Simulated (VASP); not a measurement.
FeO:

```
Fe O
1.0
    -1.60210    1.60210    2.08339
     1.60210   -1.60210    2.08339
     1.60210    1.60210   -2.08339
Fe O
1 1
Direct
  0.00000 0.00000 0.00000
  0.50000 0.50000 0.00000
```

Base run:

- Program: VASP 6.6.1
- Functional: PBEsol
- Potentials or basis: VASP PAW PBE potentials, release 64 (Fe_sv, O)
- Cutoff: 700 eV
- k mesh: 12 × 12 × 12
- Occupations: fermi-dirac, width 0.05 eV
- Spin: no spin polarisation

Its results: band gap on the k mesh zero (bands 11 and 12 overlap by 0.90 eV); pressure -37.9 GPa.

Question: The run is repeated on the same cell with these changes: functional from PBEsol to PBE. What comes out?

Answer: Band gap on the k mesh zero (bands 11 and 12 overlap by 0.89 eV); pressure -30.7 GPa.

PBE binds less tightly than PBEsol, so the same cell stands under more pressure.

Caveats: the cell stands under tension; the run has no spin polarisation, though such a crystal can be magnetic; semilocal functionals often make such compounds metallic where correlation or magnetic order opens a gap, which also shifts bond lengths; the PAW data sets were made with another functional, which shifts forces and pressure a little (at least some runs).
